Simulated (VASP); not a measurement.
# Al2Zn3O (P6/mmm) in VASP: a series of runs

Al2Zn3O is run at these levels: PBE; tasks: single point, relaxation of cell and atoms.

Program: VASP 6.6.1. These are calculated values, not measurements. Logs are shortened: lines on timing, memory, paths and dates and some standing lists are left out, and cuts for length are marked.

## Step 1: The cell of the first run

It takes space group P6/mmm (No. 191, hexagonal). Conventional cell: a = 4.938 Å, b = 4.938 Å, c = 4.593 Å, α = 90.00°, β = 90.00°, γ = 120.00°. Al (site symmetry -6m2) has 6 Zn at 2.70 Å and 3 Al at 2.85 Å and 3 O at 2.85 Å within 3.6 Å. Within 3.3 Å of Zn (site symmetry mmm) lie 4 Zn at 2.47 Å and 4 Al at 2.70 Å. O (site symmetry 6/mmm) has 6 Al at 2.85 Å and 12 Zn at 3.37 Å within 3.8 Å.

## Step 2: Single point, PBE

Input file INCAR:

```
PREC = Accurate
ENCUT = 520
EDIFF = 1E-6
ISMEAR = 0
SIGMA = 0.1
LREAL = F
LASPH = T
NELM = 100
ALGO = Normal
ISIF = 2
LWAVE = F
LCHARG = F
GGA = PE
NBANDS = 33
```

Input file KPOINTS:

```
regular mesh
0
Gamma
  12 12 8
```

Input file POSCAR:

```
Al2Zn3O
1.0
    4.9383269642      0.0000000000      0.0000000000
   -2.4691634821      4.2767166032      0.0000000000
    0.0000000000      0.0000000000      4.5927489347
Al Zn O
2 3 1
Direct
    0.3333333333      0.6666666667      0.0000000000
    0.6666666667      0.3333333333      0.0000000000
    0.5000000000      0.0000000000      0.5000000000
    0.5000000000      0.5000000000      0.5000000000
    0.0000000000      0.5000000000      0.5000000000
    0.0000000000      0.0000000000      0.0000000000
```

Potentials or basis: VASP PAW PBE potentials, release 64 (Al, Zn, O).

The run is started by

```console
$ cat potpaw_PBE.64/Al/POTCAR potpaw_PBE.64/Zn/POTCAR potpaw_PBE.64/O/POTCAR > POTCAR
$ mpirun -np 1 vasp_std > vasp.out
```

OUTCAR:

```text
PREC = Accurate
   ENCUT = 520
   EDIFF = 1E-6
   ISMEAR = 0
   LREAL = F
   LASPH = T
   NELM = 100
   ISIF = 2
   GGA = PE

 ion  position               nearest neighbor table
   1  0.333  0.667  0.000-   5 2.70   5 2.70   3 2.70   3 2.70   4 2.70   4 2.70   2 2.85   2 2.85
                             2 2.85
   2  0.667  0.333  0.000-   5 2.70   5 2.70   3 2.70   3 2.70   4 2.70   4 2.70   1 2.85   1 2.85
                             1 2.85
   3  0.500  0.000  0.500-   4 2.47   5 2.47   4 2.47   5 2.47   1 2.70   2 2.70   1 2.70   2 2.70

   4  0.500  0.500  0.500-   5 2.47   5 2.47   3 2.47   3 2.47   1 2.70   2 2.70   1 2.70   2 2.70

   5  0.000  0.500  0.500-   4 2.47   4 2.47   3 2.47   3 2.47   1 2.70   2 2.70   1 2.70   2 2.70

   6  0.000  0.000  0.000-

  LATTYP: Found a hexagonal cell.
 ALAT       =     4.9383269642
 C/A-ratio  =     0.9300212335

  Lattice vectors:

 A1 = (   4.9383269642,   0.0000000000,   0.0000000000)
 A2 = (  -2.4691634821,   4.2767166032,   0.0000000000)
 A3 = (   0.0000000000,   0.0000000000,   4.5927489347)

Analysis of symmetry for initial positions (statically):
=====================================================================
 Subroutine PRICEL returns:
 Original cell was already a primitive cell.

 Routine SETGRP: Setting up the symmetry group for a
 hexagonal supercell.

 Subroutine GETGRP returns: Found 24 space group operations
 (whereof 24 operations were pure point group operations)
 out of a pool of 24 trial point group operations.

The static configuration has the point symmetry D_6h.

Analysis of symmetry for dynamics (positions and initial velocities):
=====================================================================
 Subroutine PRICEL returns:
 Original cell was already a primitive cell.

 Routine SETGRP: Setting up the symmetry group for a
 hexagonal supercell.

 Subroutine GETGRP returns: Found 24 space group operations
 (whereof 24 operations were pure point group operations)
 out of a pool of 24 trial point group operations.

The dynamic configuration has the point symmetry D_6h.

 Subroutine INISYM returns: Found 24 space group operations
 (whereof 24 operations are pure point group operations),
 and found     1 'primitive' translations

----------------------------------------------------------------------------------------

                                     Primitive cell

  volume of cell :      96.9981

  direct lattice vectors                    reciprocal lattice vectors
     4.938326964  0.000000000  0.000000000     0.202497730  0.116912119  0.000000000
    -2.469163482  4.276716603  0.000000000     0.000000000  0.233824238  0.000000000
     0.000000000  0.000000000  4.592748935     0.000000000  0.000000000  0.217734523

  length of vectors
     4.938326964  4.938326964  4.592748935     0.233824238  0.233824238  0.217734523

  position of ions in fractional coordinates (direct lattice)
     0.333333333  0.666666667  0.000000000
     0.666666667  0.333333333  0.000000000
     0.500000000  0.000000000  0.500000000
     0.500000000  0.500000000  0.500000000
     1.000000000  0.500000000  0.500000000
     0.000000000  0.000000000  0.000000000

  ion indices of the primitive-cell ions
   primitive index   ion index
                 1           1
                 2           2
                 3           3
                 4           4
                 5           5
                 6           6

----------------------------------------------------------------------------------------

 KPOINTS: regular mesh

Automatic generation of k-mesh.
 Grid dimensions read from file:
 generate k-points for:   12   12    8

 Generating k-lattice:

  Cartesian coordinates                     Fractional coordinates (reciprocal lattice)
     0.016874811  0.009742677  0.000000000     0.083333333 -0.000000000  0.000000000
     0.000000000  0.019485353  0.000000000     0.000000000  0.083333333  0.000000000
     0.000000000  0.000000000  0.027216815     0.000000000  0.000000000  0.125000000

  Length of vectors
     0.019485353  0.019485353  0.027216815

  Shift w.r.t. Gamma in fractional coordinates (k-lattice)
     0.000000000  0.000000000  0.000000000

 Subroutine IBZKPT returns following result:
 ===========================================

 Found     95 irreducible k-points:

 Following reciprocal coordinates:
            Coordinates               Weight
  0.000000  0.000000  0.000000      1.000000
  0.083333  0.000000  0.000000      6.000000
  0.166667  0.000000  0.000000      6.000000
  0.250000  0.000000  0.000000      6.000000
  0.333333 -0.000000  0.000000      6.000000
  0.416667  0.000000  0.000000      6.000000
[... 16 lines left out ...]
  0.250000  0.000000  0.125000     12.000000
  0.333333 -0.000000  0.125000     12.000000
 [... further k-points ...]
   k-points           NKPTS =     95   k-points in BZ     NKDIM =     95   number of bands    NBANDS=     33
   number of dos      NEDOS =    301   number of ions     NIONS =      6
   total plane-waves  NPLWV =  57600
   dimension x,y,z NGX =    40 NGY =   40 NGZ =   36
   dimension x,y,z NGXF=    80 NGYF=   80 NGZF=   72
   ions per type =               2   3   1
   NGX,Y,Z   is equivalent  to a cutoff of  13.47, 13.47, 13.03 a.u.
   NGXF,Y,Z  is equivalent  to a cutoff of  26.93, 26.93, 26.06 a.u.
 SYSTEM =  unknown system
   PREC   = accura    normal or accurate (medium, high low for compatibility)
   ISTART =      0    job   : 0-new  1-cont  2-samecut
   ICHARG =      2    charge: 1-file 2-atom 10-const
   ISPIN  =      1    spin polarized calculation?
   LNONCOLLINEAR =      F non collinear calculations
   LSORBIT =      F    spin-orbit coupling
   LASPH  =      T    aspherical Exc in radial PAW
   ENCUT  =  520.0 eV  38.22 Ry    6.18 a.u.   9.18  9.18  8.54*2*pi/ulx,y,z
   NELM   =    100;   NELMIN=  2; NELMDL= -5     # of ELM steps
   EDIFF  = 0.1E-05   stopping-criterion for ELM
   LREAL  =      F    real-space projection
   EDIFFG = 0.1E-04   stopping-criterion for IOM
   NSW    =      0    number of steps for IOM
   IBRION =     -1    ionic relax: 0-MD 1-quasi-New 2-CG
   NFREE  =      0    steps in history (QN), initial steepest desc. (CG)
   ISIF   =      2    stress and relaxation
   ISYM   =      2    0-nonsym 1-usesym 2-fastsym
   POTIM  = 0.5000    time-step for ionic-motion
   TEBEG  =    0.0;   TEEND  =   0.0 temperature during run
   PSTRESS=    0.0 pullay stress
   NELECT =      48.0000    total number of electrons
   NUPDOWN=      -1.0000    fix difference up-down
   EMIN   =  10.00;   EMAX   =-10.00  energy-range for DOS
   EFERMI =   0.00;   METHOD = LEGACY
   ISMEAR =     0;   SIGMA  =   0.10  broadening in eV -4-tet -1-fermi 0-gaus
   EFERMI_NEDOS =   21; number of points for ismear=-14 and -15
   IALGO  =     38    algorithm
   IMIX   =      4    mixing-type and parameters
     AMIX     =   0.40;   BMIX     =  1.00
     AMIX_MAG =   1.60;   BMIX_MAG =  1.00
  volume/ion in A,a.u.               =      16.17       109.10
  Fermi-wavevector in a.u.,A,eV,Ry     =   1.294894  2.446995 22.813577  1.676751
  Thomas-Fermi vector in A             =   2.426448
   LORBIT       =      0    0 simple, 1 ext, 2 COOP (PROOUT), +10 PAW based schemes
   GGA     = PE    functional components
   LHFCALC =     F    Hartree Fock is set to
   AEXX    =    0.0000 exact exchange contribution
   IVDW    =     0    specifies the selected vdW correction
   LEPSILON=     F    determine dielectric tensor
   LRPA    =     F    only Hartree local field effects (RPA)
 non-spin polarized calculation
 Gauss-broadening in eV      SIGMA  =   0.10
  energy-cutoff  :      520.00
  volume of cell :       97.00
 maximum number of plane-waves:      2634
 NGX is ok and might be reduce to    40
   NGX = 19   NGY = 19   NGZ = 17

 number of electron      47.9999976 magnetization

 Free energy of the ion-electron system (eV)
  ---------------------------------------------------
  ext. energy  EPLUGINS =         0.00000000
  ---------------------------------------------------
  free energy    TOTEN  =       -14.36569639 eV

  energy without entropy =      -14.35937324  energy(sigma->0) =      -14.36253482

 E-fermi :   3.6715     XC(G=0): -10.3471

 val. band max:        3.6274932190   @ k =   0.1667   0.1667   0.0000
 cond. band min:       3.6842634435   @ k =   0.2500   0.0000   0.1250
 fundamental gap:      0.0567702246
 Fermi energy:         3.6714556434

 k-point     1 :       0.0000    0.0000    0.0000
  band No.  band energies     occupation
      1     -12.4082      2.00000
      2      -6.3743      2.00000
      3      -4.9039      2.00000
      4      -4.8518      2.00000
      5      -4.8518      2.00000
      6      -4.8432      2.00000
[... 25 lines left out ...]
     32       9.4358      0.00000
     33       9.4358      0.00000

 k-point     2 :       0.0833    0.0000    0.0000
  band No.  band energies     occupation
      1     -12.4046      2.00000
      2      -6.3386      2.00000
      3      -4.8917      2.00000
      4      -4.8477      2.00000
      5      -4.8341      2.00000
      6      -4.8296      2.00000
[... 25 lines left out ...]
     32       9.4251      0.00000
     33       9.8838      0.00000

 k-point     3 :       0.1667    0.0000    0.0000
  band No.  band energies     occupation
      1     -12.3946      2.00000
      2      -6.2338      2.00000
      3      -4.8563      2.00000
      4      -4.8363      2.00000
      5      -4.8062      2.00000
      6      -4.7639      2.00000
[... 25 lines left out ...]
     32       9.6660      0.00000
     33      10.3592      0.00000

 k-point     4 :       0.2500    0.0000    0.0000
  band No.  band energies     occupation
      1     -12.3810      2.00000
      2      -6.0688      2.00000
      3      -4.8176      2.00000
      4      -4.8009      2.00000
      5      -4.7596      2.00000
      6      -4.6583      2.00000
[... 673 lines left out ...]
     32      10.4195      0.00000
     33      10.8443      0.00000

 k-point    23 :       0.2500    0.0000    0.1250
  band No.  band energies     occupation
      1     -12.3778      2.00000
      2      -6.0113      2.00000
      3      -4.8228      2.00000
      4      -4.8107      2.00000
      5      -4.7300      2.00000
      6      -4.6579      2.00000
[... 25 lines left out ...]
     32      10.2124      0.00000
     33      10.9381      0.00000

 k-point    24 :       0.3333   -0.0000    0.1250
  band No.  band energies     occupation
      1     -12.3647      2.00000
      2      -5.8078      2.00000
      3      -4.7849      2.00000
      4      -4.7534      2.00000
      5      -4.6739      2.00000
      6      -4.5192      2.00000
[... 25 lines left out ...]
     32       9.9234      0.00000
     33      11.3340      0.00000

 [... further k-points ...]

------------------------ aborting loop because EDIFF is reached ----------------------------------------

  FORCE on cell =-STRESS in cart. coord.  units (eV):
  Direction    XX          YY          ZZ          XY          YZ          ZX
  --------------------------------------------------------------------------------------
  -------------------------------------------------------------------------------------
  Total        0.0866291      0.0866291      0.0320117     -0.0000000      0.0000000     -0.0000000
  in kB        1.4309073      1.4309073      0.5287577     -0.0000000      0.0000000     -0.0000000
  external PRESSURE =       1.1301907 kB  Pullay stress =       0.0000000 kB

 VOLUME and BASIS-vectors are now :
 -----------------------------------------------------------------------------
  energy-cutoff  :      520.00
  volume of cell :       97.00
      direct lattice vectors                 reciprocal lattice vectors
     4.938326964  0.000000000  0.000000000     0.202497730  0.116912119  0.000000000
    -2.469163482  4.276716603  0.000000000     0.000000000  0.233824238  0.000000000
     0.000000000  0.000000000  4.592748935     0.000000000  0.000000000  0.217734523

 POSITION                                       TOTAL-FORCE (eV/Angst)
 -----------------------------------------------------------------------------------
     -0.00000      2.85114      0.00000        -0.000000      0.000000     -0.000000
      2.46916      1.42557      0.00000         0.000000      0.000000      0.000000
      2.46916      0.00000      2.29637        -0.000000      0.000000     -0.000000
      1.23458      2.13836      2.29637        -0.000000      0.000000     -0.000000
     -1.23458      2.13836      2.29637        -0.000000      0.000000     -0.000000
      0.00000      0.00000      0.00000        -0.000000      0.000000     -0.000000
 -----------------------------------------------------------------------------------
    total drift:                               -0.000000      0.000000     -0.000000

  FREE ENERGIE OF THE ION-ELECTRON SYSTEM (eV)
  ---------------------------------------------------
  free  energy   TOTEN  =       -14.3656963906 eV

  energy  without entropy=      -14.3593732447  energy(sigma->0) =      -14.36253482
```

It took 5.1 min on 1 thread of Intel Xeon Platinum 8259CL at 2.50GHz (Skylake/Cascade Lake), shared host; peak memory 0.4 GiB.

Results:

* Free energy: -14.3657 eV
* Pressure: 0.1 GPa
* Band gap on the k mesh: zero (band 24 reaches 3.92 eV, above the bottom of band 25 at 3.18 eV)

Stress tensor (GPa, compression positive):
```
0.14 0.00 0.00
0.00 0.14 0.00
0.00 0.00 0.05
```

## Step 3: Relaxation of cell and atoms, PBE

This run uses another cell than the first one, of 16.13 Å³/atom, 0.998 times its volume.

Input file INCAR:

```
PREC = Accurate
ENCUT = 600
EDIFF = 1E-6
ISMEAR = 0
SIGMA = 0.1
LREAL = F
LASPH = T
NELM = 100
ALGO = Normal
ISIF = 3
LWAVE = F
LCHARG = F
GGA = PE
IBRION = 2
NSW = 100
EDIFFG = -0.01
```

KPOINTS is that of step 2.

POSCAR, as its differences from that of step 2:

```diff
@@ -2,5 +2,5 @@
 1.0
-    4.9383269642      0.0000000000      0.0000000000
-   -2.4691634821      4.2767166032      0.0000000000
-    0.0000000000      0.0000000000      4.5927489347
+    4.9513638201      0.0000000000      0.0000000000
+   -2.4756819100      4.2880068516      0.0000000000
+    0.0000000000      0.0000000000      4.5589961241
 Al Zn O
```

Potentials or basis: VASP PAW PBE potentials, release 64 (Al, Zn, O).

The run is started by

```console
$ cat potpaw_PBE.64/Al/POTCAR potpaw_PBE.64/Zn/POTCAR potpaw_PBE.64/O/POTCAR > POTCAR
$ mpirun -np 1 vasp_std > vasp.out
```

It took 11 min on 1 thread of Intel Xeon Platinum 8259CL at 2.50GHz (Skylake/Cascade Lake), shared host; peak memory 0.44 GiB.

Results (log left out):

| Property | Result |
| --- | --- |
| Free energy | -14.3660 eV |
| Relaxed volume | 16.18 Å³/atom |
| Relaxed cell | a = 4.942 Å, b = 4.942 Å, c = 4.590 Å, α = 90.00°, β = 90.00°, γ = 120.00° |
| Space group after relaxing (to 0.05 Å) | P6/mmm (No. 191) |
| Energy gained by relaxing | 0.2 meV/atom |
| Ionic steps | 4 |
| Pressure after relaxing | 0.0 GPa |
| Band gap on the k mesh | zero (band 24 reaches 3.91 eV, above the bottom of band 25 at 3.17 eV) |

The path:
| step | energy change (eV) | largest force (eV/Å) | pressure (GPa) | volume (Å³) |
| --- | --- | --- | --- | --- |
| 1 | 0.0000 | 0.0000 | 0.19 | 96.79 |
| 2 | -0.0010 | 0.0000 | -0.02 | 97.07 |
| 3 | -0.0012 | 0.0000 | -0.17 | 97.29 |
| 4 | -0.0014 | 0.0000 | -0.03 | 97.08 |

Final structure:
```
Al Zn O
1.0
     4.94212    0.00000    0.00000
    -2.47106    4.28000    0.00000
     0.00000    0.00000    4.58975
Al Zn O
2 3 1
Direct
  0.33333 0.66667 0.00000
  0.66667 0.33333 0.00000
  0.50000 0.00000 0.50000
  0.50000 0.50000 0.50000
  0.00000 0.50000 0.50000
  0.00000 0.00000 0.00000
```

Levels at points of the mesh, in eV from the Fermi level:
| k point | band 20 | band 21 | band 22 | band 23 | band 24 | band 25 | band 26 | band 27 | band 28 |
| --- | --- | --- | --- | --- | --- | --- | --- | --- | --- |
| (0.00, 0.00, 0.00) | -2.65 | -2.65 | -1.56 | -1.56 | -1.32 | -0.47 | 1.85 | 1.85 | 4.20 |
| (0.50, 0.00, 0.00) | -2.00 | -1.64 | -1.55 | -1.03 | -0.29 | 0.56 | 0.60 | 0.91 | 3.66 |
| (0.00, 0.00, 0.50) | -2.22 | -2.22 | -1.04 | -0.97 | -0.97 | 0.42 | 0.79 | 0.79 | 1.24 |
| (0.50, 0.00, 0.50) | -4.24 | -3.14 | -2.02 | -1.03 | -0.57 | 0.64 | 0.97 | 2.81 | 6.63 |

## Step 4: Single point, PBE

This run uses another cell than the first one, of 16.13 Å³/atom, 0.998 times its volume.

Input file INCAR:

```
SYSTEM = Al2Zn3O
ALGO     = Normal         ! electronic algorithm
EDIFF    = 1E-7           ! SCF threshold, eV
ENCUT    = 520            ! plane-wave cutoff, eV
GGA      = PE             ! functional
ISIF     = 2              ! what is computed and relaxed
ISMEAR   = 0              ! smearing method
LASPH    = .TRUE.         ! aspherical terms in the spheres
LCHARG   = .FALSE.        ! write CHGCAR
LREAL    = .FALSE.        ! projectors in reciprocal space
LWAVE    = .FALSE.        ! write WAVECAR
NBANDS   = 33             ! bands
NELM     = 100            ! most SCF steps
PREC     = Accurate       ! precision mode
SIGMA    = 0.1            ! smearing width, eV
```

Input file KPOINTS:

```
k-points
0
G
  6 6 4
  0 0 0
```

POSCAR, as its differences from that of step 3:

```diff
@@ -2,4 +2,4 @@
 1.0
-    4.9513638201      0.0000000000      0.0000000000
-   -2.4756819100      4.2880068516      0.0000000000
+    4.9513638201     -0.0000000028      0.0000000000
+   -2.4756819076      4.2880068530      0.0000000000
     0.0000000000      0.0000000000      4.5589961241
```

The run is started by

```console
$ cat potpaw_PBE.64/Al/POTCAR potpaw_PBE.64/Zn/POTCAR potpaw_PBE.64/O/POTCAR > POTCAR
$ mpirun -np 1 vasp_std > vasp.out
```

It took 76 s on 1 thread of Intel Xeon Platinum 8259CL at 2.50GHz (Skylake/Cascade Lake), shared host; peak memory 0.25 GiB.

It converged, with:

```
Free energy            : -14.3978 eV
Pressure               : 0.2 GPa
Band gap on the k mesh : zero (band 24 reaches 3.95 eV, above the bottom of band 25 at 3.19 eV)
```

Stress tensor (GPa, compression positive):
```
0.16 0.00 0.00
0.00 0.16 0.00
0.00 0.00 0.25
```

Levels at points of the mesh, in eV from the Fermi level:
| k point | band 21 | band 22 | band 23 | band 24 | band 25 | band 26 | band 27 | band 28 |
| --- | --- | --- | --- | --- | --- | --- | --- | --- |
| (0.00, 0.00, 0.00) | -2.62 | -1.54 | -1.54 | -1.15 | -0.42 | 1.92 | 1.92 | 4.26 |
| (0.50, 0.00, 0.00) | -1.57 | -1.46 | -0.98 | -0.25 | 0.63 | 0.75 | 1.01 | 3.73 |
| (0.00, 0.00, 0.50) | -2.17 | -1.00 | -0.94 | -0.94 | 0.46 | 0.83 | 0.83 | 1.31 |
| (0.50, 0.00, 0.50) | -3.09 | -1.97 | -0.97 | -0.54 | 0.66 | 1.04 | 2.84 | 6.66 |

## Step 5: Summary

| task | cell | k mesh | cutoff (eV) | gap on the mesh (eV) | pressure (GPa) |
| --- | --- | --- | --- | --- | --- |
| single point | a = 4.938, b = 4.938, c = 4.593 Å, angles 90.0, 90.0, 120.0°, 6 atoms | 12 × 12 × 8 | 520 | none | 0.1 |
| relaxation of cell and atoms | relaxed from a = 4.951, b = 4.951, c = 4.559 Å, angles 90.0, 90.0, 120.0°, 6 atoms | 12 × 12 × 8 | 600 | none | 0.0 |
| single point | a = 4.951, b = 4.951, c = 4.559 Å, angles 90.0, 90.0, 120.0°, 6 atoms | 6 × 6 × 4 | 520 | none | 0.2 |

Alike in all rows: level PBE; potentials or basis VASP PAW PBE potentials, release 64 (Al, Zn, O); no spin polarisation; smearing gaussian 0.1 eV.

Absolute energies hang on the potentials; compare differences alone.
